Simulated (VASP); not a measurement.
# Sb (Fm-3m) in VASP: notebook

Runs on Sb. Level: PBEsol. Tasks: single point, relaxation of cell and atoms.

All numbers are computed with VASP 6.6.1; they aren't measurements. Logs are shortened: lines on timing, memory, paths and dates and some standing lists are left out, and cuts for length are marked.

## Step 1: The cell of the first run

The structure is cubic, space group Fm-3m (No. 225). The conventional cell has a = 4.712 Å, b = 4.712 Å, c = 4.712 Å, α = 90.00°, β = 90.00°, γ = 90.00°. Within 4.4 Å of Sb (site symmetry m-3m) lie 12 Sb at 3.33 Å.

## Step 2: Single point, PBEsol

Contents of INCAR:

```
PREC = Accurate
ENCUT = 520
EDIFF = 1E-6
ISMEAR = -1
SIGMA = 0.05
LREAL = False
LASPH = True
NELM = 80
ALGO = Normal
ISIF = 2
LWAVE = False
LCHARG = True
GGA = PS
LELF = True
LVHAR = True
NBANDS = 8
```

Contents of KPOINTS:

```
regular mesh
0
Gamma
  10 10 10
```

Contents of POSCAR:

```
Sb
1.0
    0.0000000000      2.3558839646      2.3558839646
    2.3558839646      0.0000000000      2.3558839646
    2.3558839646      2.3558839646      0.0000000000
Sb
1
Direct
    0.0000000000      0.0000000000      0.0000000000
```

Potentials or basis: VASP PAW PBE potentials, release 64 (Sb).

Started as:

```
cat potpaw_PBE.64/Sb/POTCAR > POTCAR
mpirun -np 1 vasp_std > vasp.out
```

OUTCAR:

```text
PREC = Accurate
   ENCUT = 520
   EDIFF = 1E-6
   ISMEAR = -1
   LREAL = False
   LASPH = True
   NELM = 80
   ISIF = 2
   GGA = PS

 ion  position               nearest neighbor table
   1  0.000  0.000  0.000-

  LATTYP: Found a face centered cubic cell.
 ALAT       =     4.7117679292

  Lattice vectors:

 A1 = (   0.0000000000,   2.3558839646,   2.3558839646)
 A2 = (   2.3558839646,   0.0000000000,   2.3558839646)
 A3 = (   2.3558839646,   2.3558839646,   0.0000000000)

Analysis of symmetry for initial positions (statically):
=====================================================================
 Subroutine PRICEL returns:
 Original cell was already a primitive cell.

 Routine SETGRP: Setting up the symmetry group for a
 face centered cubic supercell.

 Subroutine GETGRP returns: Found 48 space group operations
[... 9 lines left out ...]

 Routine SETGRP: Setting up the symmetry group for a
 face centered cubic supercell.

 Subroutine GETGRP returns: Found 48 space group operations
[... 11 lines left out ...]
                                     Primitive cell

  volume of cell :      26.1512

  direct lattice vectors                    reciprocal lattice vectors
     0.000000000  2.355883965  2.355883965    -0.212234561  0.212234561  0.212234561
     2.355883965  0.000000000  2.355883965     0.212234561 -0.212234561  0.212234561
     2.355883965  2.355883965  0.000000000     0.212234561  0.212234561 -0.212234561

  length of vectors
     3.331723054  3.331723054  3.331723054     0.367601044  0.367601044  0.367601044

  position of ions in fractional coordinates (direct lattice)
     0.000000000  0.000000000  0.000000000

  ion indices of the primitive-cell ions
   primitive index   ion index
                 1           1

----------------------------------------------------------------------------------------

 KPOINTS: regular mesh

Automatic generation of k-mesh.
 Grid dimensions read from file:
 generate k-points for:   10   10   10

 Generating k-lattice:

  Cartesian coordinates                     Fractional coordinates (reciprocal lattice)
    -0.021223456  0.021223456  0.021223456     0.100000000  0.000000000  0.000000000
     0.021223456 -0.021223456  0.021223456     0.000000000  0.100000000  0.000000000
     0.021223456  0.021223456 -0.021223456     0.000000000  0.000000000  0.100000000

  Length of vectors
     0.036760104  0.036760104  0.036760104

  Shift w.r.t. Gamma in fractional coordinates (k-lattice)
     0.000000000  0.000000000  0.000000000

 Subroutine IBZKPT returns following result:
 ===========================================

 Found     47 irreducible k-points:

 Following reciprocal coordinates:
            Coordinates               Weight
  0.000000  0.000000  0.000000      1.000000
  0.100000  0.000000  0.000000      8.000000
  0.200000  0.000000  0.000000      8.000000
  0.300000  0.000000  0.000000      8.000000
  0.400000  0.000000  0.000000      8.000000
  0.500000  0.000000  0.000000      4.000000
[... 16 lines left out ...]
  0.300000  0.300000  0.000000      6.000000
  0.400000  0.300000  0.000000     24.000000
 [... further k-points ...]
   k-points           NKPTS =     47   k-points in BZ     NKDIM =     47   number of bands    NBANDS=      8
   number of dos      NEDOS =    301   number of ions     NIONS =      1
   total plane-waves  NPLWV =  21952
   dimension x,y,z NGX =    28 NGY =   28 NGZ =   28
   dimension x,y,z NGXF=    56 NGYF=   56 NGZF=   56
   ions per type =               1
   NGX,Y,Z   is equivalent  to a cutoff of  13.97, 13.97, 13.97 a.u.
   NGXF,Y,Z  is equivalent  to a cutoff of  27.94, 27.94, 27.94 a.u.
 SYSTEM =  unknown system
   PREC   = accura    normal or accurate (medium, high low for compatibility)
   ISTART =      0    job   : 0-new  1-cont  2-samecut
   ICHARG =      2    charge: 1-file 2-atom 10-const
   ISPIN  =      1    spin polarized calculation?
   LNONCOLLINEAR =      F non collinear calculations
   LSORBIT =      F    spin-orbit coupling
   LASPH  =      T    aspherical Exc in radial PAW
   ENCUT  =  520.0 eV  38.22 Ry    6.18 a.u.   6.19  6.19  6.19*2*pi/ulx,y,z
   NELM   =     80;   NELMIN=  2; NELMDL= -5     # of ELM steps
   EDIFF  = 0.1E-05   stopping-criterion for ELM
   LREAL  =      F    real-space projection
   EDIFFG = 0.1E-04   stopping-criterion for IOM
   NSW    =      0    number of steps for IOM
   IBRION =     -1    ionic relax: 0-MD 1-quasi-New 2-CG
   NFREE  =      0    steps in history (QN), initial steepest desc. (CG)
   ISIF   =      2    stress and relaxation
   ISYM   =      2    0-nonsym 1-usesym 2-fastsym
   POTIM  = 0.5000    time-step for ionic-motion
   TEBEG  =    0.0;   TEEND  =   0.0 temperature during run
   PSTRESS=    0.0 pullay stress
   NELECT =       5.0000    total number of electrons
   NUPDOWN=      -1.0000    fix difference up-down
   EMIN   =  10.00;   EMAX   =-10.00  energy-range for DOS
   EFERMI =   0.00;   METHOD = LEGACY
   ISMEAR =    -1;   SIGMA  =   0.05  broadening in eV -4-tet -1-fermi 0-gaus
   EFERMI_NEDOS =   21; number of points for ismear=-14 and -15
   IALGO  =     38    algorithm
   IMIX   =      4    mixing-type and parameters
     AMIX     =   0.40;   BMIX     =  1.00
     AMIX_MAG =   1.60;   BMIX_MAG =  1.00
  volume/ion in A,a.u.               =      26.15       176.48
  Fermi-wavevector in a.u.,A,eV,Ry     =   0.943121  1.782241 12.102083  0.889478
  Thomas-Fermi vector in A             =   2.070798
   LORBIT       =      0    0 simple, 1 ext, 2 COOP (PROOUT), +10 PAW based schemes
   GGA     = PS    functional components
   LHFCALC =     F    Hartree Fock is set to
   AEXX    =    0.0000 exact exchange contribution
   IVDW    =     0    specifies the selected vdW correction
   LEPSILON=     F    determine dielectric tensor
   LRPA    =     F    only Hartree local field effects (RPA)
 non-spin polarized calculation
  energy-cutoff  :      520.00
  volume of cell :       26.15
 maximum number of plane-waves:       725
 NGX is ok and might be reduce to    28
   NGX = 13   NGY = 13   NGZ = 13

 number of electron       5.0000000 magnetization

 Free energy of the ion-electron system (eV)
  ---------------------------------------------------
  ext. energy  EPLUGINS =         0.00000000
  ---------------------------------------------------
  free energy    TOTEN  =        -4.29917562 eV

  energy without entropy =       -4.29225783  energy(sigma->0) =       -4.29571673

 E-fermi :   8.7277     XC(G=0): -10.4615

 val. band max:        8.7118553141   @ k =   0.3000   0.2000   0.0000
 cond. band min:       8.7577373819   @ k =  -0.2000   0.2000   0.0000
 fundamental gap:      0.0458820679
 Fermi energy:         8.7276830637

 k-point     1 :       0.0000    0.0000    0.0000
  band No.  band energies     occupation
      1      -4.4096      2.00000
      2      14.2926      0.00000
      3      14.2926      0.00000
      4      14.2926      0.00000
      5      18.8485      0.00000
      6      18.8485      0.00000
      7      18.8485      0.00000
      8      19.0119      0.00000

 k-point     2 :       0.1000    0.0000    0.0000
  band No.  band energies     occupation
      1      -4.2060      2.00000
      2      12.5239      0.00000
      3      14.0284      0.00000
      4      14.0284      0.00000
      5      17.7556      0.00000
      6      19.2740      0.00000
      7      19.2740      0.00000
      8      21.1005      0.00000

 k-point     3 :       0.2000    0.0000    0.0000
  band No.  band energies     occupation
      1      -3.5997      2.00000
      2       9.4709      0.00000
      3      13.4876      0.00000
      4      13.4876      0.00000
      5      17.2517      0.00000
      6      19.6282      0.00000
      7      19.6282      0.00000
      8      21.1566      0.00000

 k-point     4 :       0.3000    0.0000    0.0000
  band No.  band energies     occupation
      1      -2.6130      2.00000
      2       6.5144      2.00000
      3      12.9819      0.00000
      4      12.9819      0.00000
      5      17.0307      0.00000
      6      18.8370      0.00000
      7      18.8370      0.00000
      8      19.8141      0.00000

 k-point     5 :       0.4000    0.0000    0.0000
  band No.  band energies     occupation
      1      -1.3499      2.00000
      2       4.0209      2.00000
      3      12.6472      0.00000
      4      12.6472      0.00000
      5      17.0486      0.00000
      6      18.1861      0.00000
      7      18.1861      0.00000
      8      18.8124      0.00000

 k-point     6 :       0.5000    0.0000    0.0000
  band No.  band energies     occupation
      1      -0.4899      2.00000
      2       2.7447      2.00000
      3      12.5315      0.00000
      4      12.5315      0.00000
      5      17.1347      0.00000
      6      17.9574      0.00000
      7      17.9574      0.00000
      8      18.3950      0.00000

 k-point     7 :       0.1000    0.1000    0.0000
  band No.  band energies     occupation
      1      -4.1380      2.00000
      2      13.2481      0.00000
      3      13.2929      0.00000
      4      13.2929      0.00000
      5      16.9111      0.00000
      6      20.0196      0.00000
      7      20.0974      0.00000
      8      20.0974      0.00000

 k-point     8 :       0.2000    0.1000    0.0000
  band No.  band energies     occupation
      1      -3.6654      2.00000
      2      10.5606      0.00000
      3      12.5547      0.00000
      4      13.1881      0.00000
      5      16.8149      0.00000
      6      18.6451      0.00000
      7      20.1697      0.00000
      8      20.9752      0.00000

 k-point     9 :       0.3000    0.1000    0.0000
  band No.  band energies     occupation
      1      -2.8025      2.00000
      2       7.5894      2.00000
      3      12.0412      0.00000
      4      12.5238      0.00000
      5      16.6528      0.00000
      6      18.6084      0.00000
      7      20.3967      0.00000
      8      20.4216      0.00000

 k-point    10 :       0.4000    0.1000    0.0000
  band No.  band energies     occupation
      1      -1.6112      2.00000
      2       4.9383      2.00000
      3      11.7936      0.00000
      4      11.8399      0.00000
      5      16.2336      0.00000
      6      18.7012      0.00000
      7      19.4577      0.00000
      8      20.9313      0.00000
[... 78 lines left out ...]
 k-point    18 :       0.4000    0.2000    0.0000
  band No.  band energies     occupation
      1      -1.5104      2.00000
      2       6.1382      2.00000
      3       9.9440      0.00000
      4      10.7849      0.00000
      5      14.8441      0.00000
      6      18.0915      0.00000
      7      21.5034      0.00000
      8      22.0418      0.00000

 k-point    19 :       0.5000    0.2000    0.0000
  band No.  band energies     occupation
      1      -0.2782      2.00000
      2       4.0531      2.00000
      3       9.0040      0.00793
      4      10.9204      0.00000
      5      14.8296      0.00000
      6      20.1046      0.00000
      7      20.6728      0.00000
      8      21.8165      0.00000

 k-point    20 :      -0.4000    0.2000    0.0000
  band No.  band energies     occupation
      1       0.0082      2.00000
      2       3.6637      2.00000
      3       8.3843      1.99792
      4      11.4396      0.00000
      5      15.2342      0.00000
      6      20.1253      0.00000
      7      20.3788      0.00000
      8      23.5341      0.00000

 k-point    21 :      -0.3000    0.2000    0.0000
  band No.  band energies     occupation
      1      -1.1128      2.00000
      2       5.4306      2.00000
      3       8.1769      1.99997
      4      12.2803      0.00000
      5      16.0363      0.00000
      6      19.8884      0.00000
      7      20.0686      0.00000
      8      22.0048      0.00000

 k-point    22 :      -0.2000    0.2000    0.0000
  band No.  band energies     occupation
      1      -2.2811      2.00000
      2       7.6046      2.00000
      3       8.7577      0.70819
      4      13.2574      0.00000
      5      17.2173      0.00000
      6      19.4344      0.00000
      7      19.8161      0.00000
      8      20.3591      0.00000

 k-point    23 :       0.3000    0.3000    0.0000
  band No.  band energies     occupation
      1      -1.9958      2.00000
      2       8.3365      1.99920
      3      10.3019      0.00000
      4      10.3019      0.00000
      5      14.2468      0.00000
      6      14.4856      0.00000
      7      24.4970      0.00000
      8      24.4970      0.00000

 k-point    24 :       0.4000    0.3000    0.0000
  band No.  band energies     occupation
      1      -1.0369      2.00000
      2       6.6801      2.00000
      3       8.9930      0.00986
      4       9.9322      0.00000
      5      13.9199      0.00000
      6      15.1949      0.00000
      7      23.8018      0.00000
      8      24.5436      0.00000

 [... further k-points ...]
[... 5 lines left out ...]
  --------------------------------------------------------------------------------------
  -------------------------------------------------------------------------------------
  Total       -0.0077898     -0.0077898     -0.0077898     -0.0000000     -0.0000000      0.0000000
  in kB       -0.4772499     -0.4772499     -0.4772499     -0.0000000     -0.0000000      0.0000000
  external PRESSURE =      -0.4772499 kB  Pullay stress =       0.0000000 kB

 VOLUME and BASIS-vectors are now :
 -----------------------------------------------------------------------------
  energy-cutoff  :      520.00
  volume of cell :       26.15
      direct lattice vectors                 reciprocal lattice vectors
     0.000000000  2.355883965  2.355883965    -0.212234561  0.212234561  0.212234561
     2.355883965  0.000000000  2.355883965     0.212234561 -0.212234561  0.212234561
     2.355883965  2.355883965  0.000000000     0.212234561  0.212234561 -0.212234561

 POSITION                                       TOTAL-FORCE (eV/Angst)
 -----------------------------------------------------------------------------------
      0.00000      0.00000      0.00000         0.000000      0.000000      0.000000
 -----------------------------------------------------------------------------------
    total drift:                                0.000000      0.000000      0.000000

  FREE ENERGIE OF THE ION-ELECTRON SYSTEM (eV)
  ---------------------------------------------------
  free  energy   TOTEN  =        -4.2991756223 eV

  energy  without entropy=       -4.2922578318  energy(sigma->0) =       -4.29571673
```

Run time: 7.9 s. Hardware: 1 thread of Intel Xeon 6975P-C, shared host; peak memory 0.15 GiB.

What came out:

| Item | Value |
| --- | --- |
| Free energy | -4.2992 eV |
| Pressure | 0.0 GPa |

Caveat: the PAW data sets were made with another functional, which shifts forces and pressure a little; spin-orbit coupling is left out, which moves the levels of the heavy elements.

## Step 3: Relaxation of cell and atoms, PBEsol

This run uses another cell than the first one, of 26.67 Å³/atom, 1.020 times its volume.

Contents of INCAR:

```
ALGO     = Normal         # electronic algorithm
EDIFF    = 1E-6           # SCF threshold, eV
EDIFFG   = -0.01          # ionic threshold
ENCUT    = 600            # plane-wave cutoff, eV
GGA      = PS             # functional
IBRION   = 2              # ionic algorithm
ISIF     = 3              # what is computed and relaxed
ISMEAR   = -1             # smearing method
LASPH    = T              # aspherical terms in the spheres
LCHARG   = F              # write CHGCAR
LREAL    = F              # projectors in reciprocal space
LWAVE    = F              # write WAVECAR
NELM     = 60             # most SCF steps
NSW      = 80             # ionic steps
PREC     = Accurate       # precision mode
SIGMA    = 0.05           # smearing width, eV
```

Contents of KPOINTS:

```
k-points
0
Gamma
  10 10 10
```

Contents of POSCAR:

```
Sb
1.0
    0.0000000000      2.3712425216      2.3712425216
    2.3712425216      0.0000000000      2.3712425216
    2.3712425216      2.3712425216      0.0000000000
Sb
1
Direct
    0.0000000000      0.0000000000      0.0000000000
```

Potentials or basis: VASP PAW PBE potentials, release 64 (Sb).

Started as:

```
cat potpaw_PBE.64/Sb/POTCAR > POTCAR
mpirun -np 1 vasp_std > vasp.out
```

Run time: 14 s. Hardware: 1 thread of Intel Xeon 6975P-C, shared host; peak memory 0.16 GiB.

The run converged. Its results:

```yaml
Free_energy: -4.2992 eV
Relaxed_volume: 26.13 Å³/atom
Relaxed_cell: a = 3.331 Å, b = 3.331 Å, c = 3.331 Å, α = 60.00°, β = 60.00°, γ = 60.00°
Space_group_after_relaxing_to_0.05_Å: Fm-3m (No. 225)
Energy_gained_by_relaxing: 2.1 meV/atom
Ionic_steps: 3
Pressure_after_relaxing: 0.0 GPa
```

Step by step:
```csv
step,energy change (eV),largest force (eV/Å),pressure (GPa),volume (Å³)
1,0.0000,0.0000,-1.24,26.67
2,-0.0016,0.0000,0.63,25.88
3,-0.0021,0.0000,0.00,26.13
```

Final structure:
```
Sb
1.0
     0.00000    2.35533    2.35533
     2.35533    0.00000    2.35533
     2.35533    2.35533    0.00000
Sb
1
Cartesian
  0.0000 0.0000 0.0000
```

Levels at points of the mesh, in eV from the Fermi level:
| k point | band 1 | band 2 | band 3 | band 4 | band 5 | band 6 |
| --- | --- | --- | --- | --- | --- | --- |
| (0.00, 0.00, 0.00) | -13.14 | 5.57 | 5.57 | 5.57 | 10.12 | 10.12 |
| (0.50, 0.00, 0.00) | -9.22 | -5.99 | 3.81 | 3.81 | 8.41 | 9.23 |
| (0.50, 0.50, 0.00) | -7.51 | -5.06 | 0.41 | 0.41 | 4.19 | 4.64 |

Caveat: the PAW data sets were made with another functional, which shifts forces and pressure a little; spin-orbit coupling is left out, which moves the levels of the heavy elements.

(Part 1 of 2 ends here.)
